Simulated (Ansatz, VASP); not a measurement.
# Cl: VASP beside Ansatz

INCAR

```
  PREC = Accurate
  ENCUT = 600
  EDIFF = 1E-6
  ISMEAR = -1
  SIGMA = 0.08
  LREAL = False
  LASPH = True
  NELM = 80
  ALGO = Normal
  ISIF = 3
  LWAVE = False
  LCHARG = False
  GGA = PS
  IBRION = 2
  NSW = 60
  EDIFFG = -0.005
```

Contents of KPOINTS:

```
regular mesh
0
Gamma
  15 15 8
```

POSCAR

```
Cl
1.0
    3.1535690409      0.0000000000      0.0000000000
   -1.5767845204      2.7310709020      0.0000000000
    0.0000000000      0.0000000000      5.1087818462
Cl
2
Direct
    0.3333333333      0.6666666667      0.2500000000
    0.6666666667      0.3333333333      0.7500000000
```

Input for Ansatz:

```yaml
crystal:
  lattice:
    - [3.1535690409, 0.0, 0.0]
    - [-1.5767845204, 2.731070902, 0.0]
    - [0.0, 0.0, 5.1087818462]
  atoms:
    - { symbol: Cl, position: [0.3333333333, 0.6666666667, 0.25] }
    - { symbol: Cl, position: [0.6666666667, 0.3333333333, 0.75] }
kpoints:
  mp_grid: { grid: [15, 15, 8] }
scf:
  occupations: { method: fermi_dirac, width: 0.08 }
hamiltonian:
  xc: pbesol
  pseudopotentials: { kind: paw }
output:
  forces: true
  stress: true
  write_density: true
  write_potential: true
  elf: true
  volumetric_format: npy
relax:
  f_tol: 0.005
  max_steps: 40
  cell: {}
```

Alike in both runs: task relaxation of cell and atoms; functional PBEsol; k mesh 15 × 15 × 8; occupations fermi-dirac, width 0.08 eV; no spin polarisation.

|  | VASP | Ansatz |
| --- | --- | --- |
| version | VASP 6.6.1 | Ansatz 0.2.0 |
| potentials or method | VASP PAW PBE potentials, release 64 (Cl) | PAW with Ansatz's default frozen-core files, scalar-relativistic |
| plane-wave cutoff (eV) | 600 | 420 |
| valence electrons in the cell | 14 | 14 |

|  | VASP | Ansatz | Ansatz less VASP |
| --- | --- | --- | --- |
| relaxed volume (Å³/atom) | 20.53 | 20.57 | +0.033 |
| relaxed cell length with the largest relative difference (Å) | 3.481 | 3.486 | +0.0049 |

VASP's potentials were made for PBE, not for PBEsol.
